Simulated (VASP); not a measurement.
HCl, 2 atoms in the cell. It takes space group I4/mmm (No. 139, tetragonal). The conventional cell has a = 4.820 Å, b = 4.820 Å, c = 3.061 Å, α = 90.00°, β = 90.00°, γ = 90.00°. Within 2.0 Å of H (site symmetry 4/mmm) lie 2 Cl at 1.53 Å. Cl (site symmetry 4/mmm) has 2 H at 1.53 Å within 2.0 Å. 

- Program: VASP 6.6.1
- Task: single point
- Functional: PBEsol
- Potentials or basis: VASP PAW PBE potentials, release 64 (H, Cl)
- Cutoff: 520 eV
- k mesh: 6 × 6 × 6
- Occupations: gaussian, width 0.01 eV
- Spin: no spin polarisation
- Dipole correction: no
- Further INCAR settings: ALGO = Normal; EDIFF = 1e-06; NBANDS = 11

Potentials or basis: VASP PAW PBE potentials, release 64 (H, Cl).

Command:

```bash
$ cat potpaw_PBE.64/H/POTCAR potpaw_PBE.64/Cl/POTCAR > POTCAR
$ mpirun -np 1 vasp_std > vasp.out
```

Hardware: 1 thread of Intel(R) Xeon(R) Platinum 8559C (Emerald Rapids) (shared host).

Problem. Estimate the wall time of this run.

Solution. Run time: 8 s on 1 thread of Intel(R) Xeon(R) Platinum 8559C (Emerald Rapids), on a shared host, peak memory 0.16 GiB. Counts: scf iterations 11, k points 46.
